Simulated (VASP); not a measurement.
A run of VASP 6.6.1 is set up as follows.

Contents of INCAR:

```
SYSTEM = BiMo
PREC = Accurate ; ENCUT = 500
EDIFF = 1E-6 ; ISMEAR = -1
SIGMA = 0.05 ; LREAL = .False.
LASPH = .True. ; NELM = 120
ALGO = Normal ; ISIF = 2
LWAVE = .False. ; LCHARG = .False.
GGA = PS ; NBANDS = 37
GGA_COMPAT = .False.
```

Contents of KPOINTS:

```
Automatic mesh
0
Gamma
  8 8 5
  0 0 0
```

Contents of POSCAR:

```
BiMo
1.0
    3.1783192958      0.0000000000      0.0000000000
   -1.5891596479      2.7525052515      0.0000000000
    0.0000000000      0.0000000000      9.7647730063
Mo Bi
2 2
Direct
    0.3333333333      0.6666666667      0.0472145763
    0.6666666667      0.3333333333      0.5472145763
    0.3333333333      0.6666666667      0.3287854237
    0.6666666667      0.3333333333      0.8287854237
```

Potentials or basis: VASP PAW PBE potentials, release 64 (Mo_sv, Bi_d).

Command:

```console
$ cat potpaw_PBE.64/Mo_sv/POTCAR potpaw_PBE.64/Bi_d/POTCAR > POTCAR
$ mpirun -np 1 vasp_std > vasp.out
```

Estimate the largest force.

0.008 eV/Å.

Estimate the pressure.

2.2 GPa.

Estimate the band gap on the k mesh.

zero (bands 29 and 30 overlap by 1.42 eV).

Forces on the atoms (eV/Å):
```
Mo   0.000  0.000  0.008
Mo   0.000  0.000  0.008
Bi   0.000  0.000 -0.008
Bi   0.000  0.000 -0.008
```

Caveat: the PAW data sets were made with another functional, which shifts forces and pressure a little; spin-orbit coupling is left out, which moves the levels of the heavy elements.
